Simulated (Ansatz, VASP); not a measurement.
Two plane-wave programs on Mg

File POSCAR:

```
Mg
1.0
   -1.8246730191      1.8246730191      1.8246730191
    1.8246730191     -1.8246730191      1.8246730191
    1.8246730191      1.8246730191     -1.8246730191
Mg
1
Direct
    0.0000000000      0.0000000000      0.0000000000
```

Contents of INCAR.step1:

```
SYSTEM = Mg
  PREC = Accurate
  ENCUT = 520
  ISMEAR = -1
  SIGMA = 0.1
  LREAL = .False.
  LASPH = .True.
  NELM = 80
  NBANDS = 7
  GGA = PE
  ALGO = Normal
  EDIFF = 1E-4
  LWAVE = .True.
  LCHARG = .False.
```

Contents of INCAR.step2:

```
SYSTEM = Mg
  PREC = Accurate
  ENCUT = 520
  EDIFF = 1E-7
  ISMEAR = -1
  SIGMA = 0.1
  LREAL = .False.
  LASPH = .True.
  NELM = 80
  ALGO = Normal
  ISIF = 2
  LWAVE = .False.
  LCHARG = .False.
  METAGGA = R2SCAN
  LMIXTAU = .True.
  NBANDS = 7
  ISTART = 1
```

KPOINTS

```
regular mesh
0
Gamma
  14 14 14
  0 0 0
```

Input for Ansatz:

```yaml
crystal:
  lattice:
    - [-1.8246730191, 1.8246730191, 1.8246730191]
    - [1.8246730191, -1.8246730191, 1.8246730191]
    - [1.8246730191, 1.8246730191, -1.8246730191]
  atoms:
    - { symbol: Mg, position: [0.0, 0.0, 0.0] }
hamiltonian:
  xc: r2scan
  pseudopotentials:
    kind: paw
    azcp:
      Mg: "pseudopotentials/Mg.paw.azcp"
basis:
  ecutwfc: 500
  fft_grid_basis: typed
kpoints:
  mp_grid: { grid: [14, 14, 14], shift: [0, 0, 0] }
magnetization:
  spin_polarized: false
scf:
  occupations: { method: fermi_dirac, width: 0.1 }
  lower_state_search: "off"
output:
  stress: true
```

Alike in both runs: task single point; functional r2SCAN; k mesh 14 × 14 × 14; occupations fermi-dirac, width 0.1 eV; no spin polarisation.

```csv
,VASP,Ansatz
version,VASP 6.6.1,Ansatz 0.2.0
potentials or method,"VASP PAW PBE potentials, release 64 (Mg), cutoff 520 eV","plane waves (500 eV) with PAW, scalar-relativistic"
valence electrons in the cell,2,10
```

|  | VASP | Ansatz | Ansatz less VASP |
| --- | --- | --- | --- |
| pressure (GPa) | -2.8 | -2.5 | +0.24 |

VASP's potentials were made for PBE, not for r2SCAN. VASP's potentials hold 2 valence electrons a cell and Ansatz's 10, so a difference there can come from the potentials and not from the codes.
